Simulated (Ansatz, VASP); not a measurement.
**Pb in VASP and in Ansatz**

```
Pb
1.0
     0.00000    2.41583    2.41583
     2.41583    0.00000    2.41583
     2.41583    2.41583    0.00000
Pb
1
Direct
  0.00000 0.00000 0.00000
```

Alike in both runs: task single point; functional PBE; k mesh 14 × 14 × 14; occupations gaussian, width 0.1 eV; no spin polarisation.

|  | VASP | Ansatz |
| --- | --- | --- |
| version | VASP 6.6.1 | Ansatz 0.2.0 |
| potentials or method | VASP PAW PBE potentials, release 64 (Pb_d), cutoff 520 eV | scalar-relativistic, plane waves, PAW |
| valence electrons in the cell | 14 | 14 |

```csv
,VASP,Ansatz,Ansatz less VASP
gap on the k mesh at the Fermi level (eV),none,none,-
pressure (GPa),6.8,6.9,+0.07
```

A gap of «none» marks a metal or a gap that the smearing closes. With one functional, cell and mesh, what is left measures potentials, basis and numerics.

Spin-orbit coupling is off throughout.
